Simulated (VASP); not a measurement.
Write the native input for VASP 6.6.1 that does the following.

| Property | Result |
| --- | --- |
| Task | single point |
| Functional | r2SCAN |
| Potentials or basis | VASP PAW PBE potentials, release 64 (B, P) |
| Cutoff | 520 eV |
| k mesh | 8 × 8 × 8 |
| Occupations | gaussian, width 0.05 eV |
| Spin | no spin polarisation |
| Dipole correction | no |
| Further INCAR settings | ALGO = Normal; EDIFF = 1e-06; NBANDS = 11 |

Crystal: BP.

```
B P
1.0
     0.00000    2.33707    2.26900
     2.26900    0.00000    2.26900
     2.26900    2.33707    0.00000
B P
1 1
Cartesian
  0.0000 0.0000 0.0000
  3.4035 3.5056 3.4035
```

This cell differs from its parent crystal: strain +0.0300 x Voigt [0, 1, 0, 0, 0, 0].

The input as run:

POSCAR

```
BP
1.0
    0.0000000000      2.3370700000      2.2690000000
    2.2690000000      0.0000000000      2.2690000000
    2.2690000000      2.3370700000      0.0000000000
B P
1 1
Direct
    0.0000000000      0.0000000000      0.0000000000
    0.7500000000      0.7500000000      0.7500000000
```

INCAR.step1

```
SYSTEM = BP
  ALGO = Normal
  EDIFF = 1E-4
  ENCUT = 520
  GGA = PE
  ISMEAR = 0
  LASPH = .TRUE.
  LCHARG = .FALSE.
  LREAL = .FALSE.
  LWAVE = .TRUE.
  NBANDS = 11
  NELM = 60
  PREC = Accurate
  SIGMA = 0.05
```

INCAR.step2

```
SYSTEM = BP
  ALGO = Normal
  EDIFF = 1E-6
  ENCUT = 520
  ISIF = 2
  ISMEAR = 0
  ISTART = 1
  LASPH = .TRUE.
  LCHARG = .FALSE.
  LMIXTAU = .TRUE.
  LREAL = .FALSE.
  LWAVE = .FALSE.
  METAGGA = R2SCAN
  NBANDS = 11
  NELM = 60
  PREC = Accurate
  SIGMA = 0.05
```

KPOINTS

```
k-points
0
G
  8 8 8
  0 0 0
```

Potentials or basis: VASP PAW PBE potentials, release 64 (B, P).

Launch:

```bash
$ cat potpaw_PBE.64/B/POTCAR potpaw_PBE.64/P/POTCAR > POTCAR
$ cp INCAR.step1 INCAR
$ mpirun -np 1 vasp_std > vasp.out
$ cp INCAR.step2 INCAR
$ mpirun -np 1 vasp_std > vasp.out
```

Results of the run:

```json
{"Pressure": "-5.4 GPa", "Band gap on the k mesh": "1.28 eV, indirect (least direct gap 3.44 eV)"}
```

Caveat: the cell differs from its parent crystal (strain +0.0300 x Voigt [0, 1, 0, 0, 0, 0]); the PAW data sets were made with another functional, which shifts forces and pressure a little.

Wall time 64 s on 1 thread of Intel Xeon 8259CL (shared host), peak memory 0.14 GiB.
